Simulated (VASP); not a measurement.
# HfB2 (Fd-3m) in VASP: notebook, part 2 of 2

VASP 6.6.1.

**3. Single point, PBE**

This run uses another cell than the first one, of 49.71 Å³/atom.

INCAR reads:

```
PREC = Accurate ; ENCUT = 520
EDIFF = 1E-6 ; ISMEAR = 0
SIGMA = 0.1 ; LREAL = F
LASPH = T ; NELM = 80
ALGO = Normal ; ISIF = 2
LWAVE = F ; LCHARG = F
GGA = PE ; NBANDS = 25
```

KPOINTS reads:

```
regular mesh
0
Gamma
  4 4 4
```

POSCAR reads:

```
HfB2
1.0
    0.0000000000      5.3031744442      5.3031744442
    5.3031744442      0.0000000000      5.3031744442
    5.3031744442      5.3031744442      0.0000000000
Hf B
2 4
Direct
    0.0000000000      0.0000000000      0.0000000000
    0.2500000000      0.2500000000      0.2500000000
    0.1250000000      0.1250000000      0.1250000000
    0.1250000000      0.1250000000      0.6250000000
    0.1250000000      0.6250000000      0.1250000000
    0.6250000000      0.1250000000      0.1250000000
```

Potentials or basis: VASP PAW PBE potentials, release 64 (Hf_pv, B).

Started as:

```sh
$ cat potpaw_PBE.64/Hf_pv/POTCAR potpaw_PBE.64/B/POTCAR > POTCAR
$ mpirun -np 1 vasp_std > vasp.out
```

OUTCAR:

```text
PREC = Accurate
   ENCUT = 520
   EDIFF = 1E-6
   ISMEAR = 0
   LREAL = F
   LASPH = T
   NELM = 80
   ISIF = 2
   GGA = PE

 ion  position               nearest neighbor table
   1  0.000  0.000  0.000-   3 2.30   4 2.30   5 2.30   6 2.30
   2  0.250  0.250  0.250-   3 2.30   4 2.30   5 2.30   6 2.30
   3  0.125  0.125  0.125-   1 2.30   2 2.30
   4  0.125  0.125  0.625-   1 2.30   2 2.30
   5  0.125  0.625  0.125-   1 2.30   2 2.30
   6  0.625  0.125  0.125-   1 2.30   2 2.30

  LATTYP: Found a face centered cubic cell.
 ALAT       =    10.6063488884

  Lattice vectors:

 A1 = (   0.0000000000,   5.3031744442,   5.3031744442)
 A2 = (   5.3031744442,   0.0000000000,   5.3031744442)
 A3 = (   5.3031744442,   5.3031744442,   0.0000000000)

Analysis of symmetry for initial positions (statically):
=====================================================================
 Subroutine PRICEL returns:
 Original cell was already a primitive cell.

 Routine SETGRP: Setting up the symmetry group for a
 face centered cubic supercell.

 Subroutine GETGRP returns: Found 48 space group operations
 (whereof 24 operations were pure point group operations)
 out of a pool of 48 trial point group operations.

The static configuration has the point symmetry T_d .
 The point group associated with its full space group is O_h .

Analysis of symmetry for dynamics (positions and initial velocities):
=====================================================================
 Subroutine PRICEL returns:
 Original cell was already a primitive cell.

 Routine SETGRP: Setting up the symmetry group for a
 face centered cubic supercell.

 Subroutine GETGRP returns: Found 48 space group operations
 (whereof 24 operations were pure point group operations)
 out of a pool of 48 trial point group operations.

The dynamic configuration has the point symmetry T_d .
 The point group associated with its full space group is O_h .

 Subroutine INISYM returns: Found 48 space group operations
 (whereof 24 operations are pure point group operations),
 and found     1 'primitive' translations

----------------------------------------------------------------------------------------

                                     Primitive cell

  volume of cell :     298.2893

  direct lattice vectors                    reciprocal lattice vectors
     0.000000000  5.303174444  5.303174444    -0.094283152  0.094283152  0.094283152
     5.303174444  0.000000000  5.303174444     0.094283152 -0.094283152  0.094283152
     5.303174444  5.303174444  0.000000000     0.094283152  0.094283152 -0.094283152

  length of vectors
     7.499821223  7.499821223  7.499821223     0.163303209  0.163303209  0.163303209

  position of ions in fractional coordinates (direct lattice)
     0.000000000  0.000000000  0.000000000
     0.250000000  0.250000000  0.250000000
     0.125000000  0.125000000  0.125000000
     0.125000000  0.125000000  0.625000000
     0.125000000  0.625000000  0.125000000
     0.625000000  0.125000000  0.125000000

  ion indices of the primitive-cell ions
   primitive index   ion index
                 1           1
[... 29 lines left out ...]

 Found      8 irreducible k-points:

 Following reciprocal coordinates:
            Coordinates               Weight
  0.000000  0.000000  0.000000      1.000000
  0.250000  0.000000  0.000000      8.000000
  0.500000  0.000000  0.000000      4.000000
  0.250000  0.250000  0.000000      6.000000
  0.500000  0.250000  0.000000     24.000000
 -0.250000  0.250000  0.000000     12.000000
  0.500000  0.500000  0.000000      3.000000
 -0.250000  0.500000  0.250000      6.000000
   k-points           NKPTS =      8   k-points in BZ     NKDIM =      8   number of bands    NBANDS=     25
   number of dos      NEDOS =    301   number of ions     NIONS =      6
   total plane-waves  NPLWV = 175616
   dimension x,y,z NGX =    56 NGY =   56 NGZ =   56
   dimension x,y,z NGXF=   112 NGYF=  112 NGZF=  112
   ions per type =               2   4
   NGX,Y,Z   is equivalent  to a cutoff of  12.41, 12.41, 12.41 a.u.
   NGXF,Y,Z  is equivalent  to a cutoff of  24.83, 24.83, 24.83 a.u.
 SYSTEM =  unknown system
   PREC   = accura    normal or accurate (medium, high low for compatibility)
   ISTART =      0    job   : 0-new  1-cont  2-samecut
   ICHARG =      2    charge: 1-file 2-atom 10-const
   ISPIN  =      1    spin polarized calculation?
   LNONCOLLINEAR =      F non collinear calculations
   LSORBIT =      F    spin-orbit coupling
   LASPH  =      T    aspherical Exc in radial PAW
   ENCUT  =  520.0 eV  38.22 Ry    6.18 a.u.  13.94 13.94 13.94*2*pi/ulx,y,z
   NELM   =     80;   NELMIN=  2; NELMDL= -5     # of ELM steps
   EDIFF  = 0.1E-05   stopping-criterion for ELM
   LREAL  =      F    real-space projection
   EDIFFG = 0.1E-04   stopping-criterion for IOM
   NSW    =      0    number of steps for IOM
   IBRION =     -1    ionic relax: 0-MD 1-quasi-New 2-CG
   NFREE  =      0    steps in history (QN), initial steepest desc. (CG)
   ISIF   =      2    stress and relaxation
   ISYM   =      2    0-nonsym 1-usesym 2-fastsym
   POTIM  = 0.5000    time-step for ionic-motion
   TEBEG  =    0.0;   TEEND  =   0.0 temperature during run
   PSTRESS=    0.0 pullay stress
   NELECT =      32.0000    total number of electrons
   NUPDOWN=      -1.0000    fix difference up-down
   EMIN   =  10.00;   EMAX   =-10.00  energy-range for DOS
   EFERMI =   0.00;   METHOD = LEGACY
   ISMEAR =     0;   SIGMA  =   0.10  broadening in eV -4-tet -1-fermi 0-gaus
   EFERMI_NEDOS =   21; number of points for ismear=-14 and -15
   IALGO  =     38    algorithm
   IMIX   =      4    mixing-type and parameters
     AMIX     =   0.40;   BMIX     =  1.00
     AMIX_MAG =   1.60;   BMIX_MAG =  1.00
  volume/ion in A,a.u.               =      49.71       335.49
  Fermi-wavevector in a.u.,A,eV,Ry     =   0.777879  1.469979  8.232835  0.605096
  Thomas-Fermi vector in A             =   1.880659
   LORBIT       =      0    0 simple, 1 ext, 2 COOP (PROOUT), +10 PAW based schemes
   GGA     = PE    functional components
   LHFCALC =     F    Hartree Fock is set to
   AEXX    =    0.0000 exact exchange contribution
   IVDW    =     0    specifies the selected vdW correction
   LEPSILON=     F    determine dielectric tensor
   LRPA    =     F    only Hartree local field effects (RPA)
 non-spin polarized calculation
 Gauss-broadening in eV      SIGMA  =   0.10
  energy-cutoff  :      520.00
  volume of cell :      298.29
 maximum number of plane-waves:      8050
   NGX = 27   NGY = 27   NGZ = 27

 number of electron      32.0000001 magnetization

 Free energy of the ion-electron system (eV)
  ---------------------------------------------------
  ext. energy  EPLUGINS =         0.00000000
  ---------------------------------------------------
  free energy    TOTEN  =       -30.26647528 eV

  energy without entropy =      -30.18707012  energy(sigma->0) =      -30.22677270

 E-fermi :  -2.4419     XC(G=0):  -5.1514

 val. band max:       -2.4745138548   @ k =   0.5000   0.2500   0.0000
 cond. band min:      -2.4334309966   @ k =   0.5000   0.0000   0.0000
 fundamental gap:      0.0410828582
 Fermi energy:        -2.4419429121

 k-point     1 :       0.0000    0.0000    0.0000
  band No.  band energies     occupation
      1     -31.9415      2.00000
      2     -31.9415      2.00000
      3     -31.9415      2.00000
      4     -31.9408      2.00000
      5     -31.9408      2.00000
      6     -31.9408      2.00000
[... 213 lines left out ...]
     24       1.3408      0.00000
     25       2.4384      0.00000

------------------------ aborting loop because EDIFF is reached ----------------------------------------

  FORCE on cell =-STRESS in cart. coord.  units (eV):
  Direction    XX          YY          ZZ          XY          YZ          ZX
  --------------------------------------------------------------------------------------
  -------------------------------------------------------------------------------------
  Total        0.3462425      0.3462425      0.3462425     -0.0000000     -0.0000000      0.0000000
  in kB        1.8597442      1.8597442      1.8597442     -0.0000000     -0.0000000      0.0000000
  external PRESSURE =       1.8597442 kB  Pullay stress =       0.0000000 kB

 VOLUME and BASIS-vectors are now :
 -----------------------------------------------------------------------------
  energy-cutoff  :      520.00
  volume of cell :      298.29
      direct lattice vectors                 reciprocal lattice vectors
     0.000000000  5.303174444  5.303174444    -0.094283152  0.094283152  0.094283152
     5.303174444  0.000000000  5.303174444     0.094283152 -0.094283152  0.094283152
     5.303174444  5.303174444  0.000000000     0.094283152  0.094283152 -0.094283152

 POSITION                                       TOTAL-FORCE (eV/Angst)
 -----------------------------------------------------------------------------------
      0.00000      0.00000      0.00000         0.000000     -0.000000     -0.000000
      2.65159      2.65159      2.65159        -0.000000      0.000000      0.000000
      1.32579      1.32579      1.32579        -0.000000     -0.000000     -0.000000
      3.97738      3.97738      1.32579        -0.000000     -0.000000     -0.000000
      3.97738      1.32579      3.97738        -0.000000     -0.000000     -0.000000
      1.32579      3.97738      3.97738        -0.000000     -0.000000     -0.000000
 -----------------------------------------------------------------------------------
    total drift:                                0.000000      0.000000      0.000000

  FREE ENERGIE OF THE ION-ELECTRON SYSTEM (eV)
  ---------------------------------------------------
  free  energy   TOTEN  =       -30.2664752795 eV

  energy  without entropy=      -30.1870701187  energy(sigma->0) =      -30.22677270
```

stdout:

```text
POSCAR found type information on POSCAR HfB
 POSCAR found :  2 types and       6 ions
 scaLAPACK will be used
 LDA part: xc-table for (Slater+PW92), standard interpolation
 POSCAR, INCAR and KPOINTS ok, starting setup
 FFT: planning ... GRIDC
 FFT: planning ... GRID_SOFT
 FFT: planning ... GRID
 WAVECAR not read
 entering main loop
```

Wall time 2.1 min (1 thread of Intel Xeon 8259CL, shared host); peak memory 0.44 GiB.

What came out:

```
Free energy            : -30.2665 eV
Pressure               : 0.2 GPa
Band gap on the k mesh : zero (filled and empty bands touch)
```

Caveat: spin-orbit coupling is left out, which moves the levels of the heavy elements.

**4. Relaxation of cell and atoms, PBE**

INCAR reads:

```
SYSTEM = HfB2
  ALGO = Normal
  EDIFF = 1E-6
  EDIFFG = -0.04
  ENCUT = 600
  GGA = PE
  IBRION = 2
  ISIF = 3
  ISMEAR = 0
  LASPH = .TRUE.
  LCHARG = .FALSE.
  LREAL = .FALSE.
  LWAVE = .FALSE.
  NELM = 80
  NSW = 90
  PREC = Accurate
  SIGMA = 0.1
```

KPOINTS reads:

```
k-points
0
G
  4 4 4
  0 0 0
```

POSCAR, as its differences from that of step 3:

```diff
@@ -2,5 +2,5 @@
 1.0
-    0.0000000000      5.3031744442      5.3031744442
-    5.3031744442      0.0000000000      5.3031744442
-    5.3031744442      5.3031744442      0.0000000000
+    0.0000000000      3.8445464500      3.8445464500
+    3.8445464500      0.0000000000      3.8445464500
+    3.8445464500      3.8445464500      0.0000000000
 Hf B
```

Started as:

```sh
$ cat potpaw_PBE.64/Hf_pv/POTCAR potpaw_PBE.64/B/POTCAR > POTCAR
$ mpirun -np 1 vasp_std > vasp.out
```

Run time: 3.8 min. Hardware: 1 thread of Intel Xeon 8259CL, shared host; peak memory 0.33 GiB.

It converged, with:

* Free energy: -30.1992 eV
* Relaxed volume: 49.50 Å³/atom
* Relaxed cell: a = 7.489 Å, b = 7.489 Å, c = 7.489 Å, α = 60.00°, β = 60.00°, γ = 60.00°
* Space group after relaxing (to 0.1 Å): Fd-3m (No. 227)
* Energy gained by relaxing: 3926.4 meV/atom
* Ionic steps: 5
* Pressure after relaxing: 0.1 GPa
* Band gap on the k mesh: zero (filled and empty bands touch)

Step by step:
```csv
step,energy change (eV),largest force (eV/Å),pressure (GPa),volume (Å³)
1,0.0000,0.0000,80.53,113.65
2,-23.0346,0.0000,-2.73,353.17
3,-23.4193,0.0000,2.02,274.89
4,-23.5557,0.0000,-0.25,302.02
5,-23.5581,0.0000,0.10,297.01
```

Final structure:
```
Hf B
1.0
     0.00000    5.29557    5.29557
     5.29557    0.00000    5.29557
     5.29557    5.29557    0.00000
Hf B
2 4
Direct
  0.00000 0.00000 0.00000
  0.25000 0.25000 0.25000
  0.12500 0.12500 0.12500
  0.12500 0.12500 0.62500
  0.12500 0.62500 0.12500
  0.62500 0.12500 0.12500
```

Levels at points of the mesh, in eV from the Fermi level:
```csv
k point,band 14,band 15,band 16,band 17,band 18,band 19
"(0.00, 0.00, 0.00)",-0.34,-0.34,-0.34,0.56,0.56,0.56
"(0.50, 0.00, 0.00)",-0.44,-0.05,0.01,0.01,0.37,0.37
"(0.50, 0.50, 0.00)",-0.28,-0.10,-0.10,0.35,0.35,0.38
```

Caveat: the volume moved by over 15 % at a fixed basis, so the end points are rough; spin-orbit coupling is left out, which moves the levels of the heavy elements.

**5. Summary**

```tsv
task	cell	cutoff (eV)	gap on the mesh (eV)	pressure (GPa)
single point	a = 5.437 Å, angles 60.0°, 6 atoms	520	none	80.5
single point	a = 7.500 Å, angles 60.0°, 6 atoms	520	none	0.2
relaxation of cell and atoms	relaxed from a = 5.437 Å, angles 60.0°, 6 atoms	600	none	0.1
```

Alike in all rows: level PBE; potentials or basis VASP PAW PBE potentials, release 64 (Hf_pv, B); no spin polarisation; k mesh 4 × 4 × 4; smearing gaussian 0.1 eV.

Caveats: spin-orbit coupling is left out, which moves the levels of the heavy elements; the cell stands under pressure (at least some runs); the volume moved by over 15 % at a fixed basis, so the end points are rough (at least some runs).

Total energies depend on the potentials used, so only differences within one code and one set of settings carry meaning.

The gap in the log of VASP goes by the Fermi energy; the results here count the filled bands.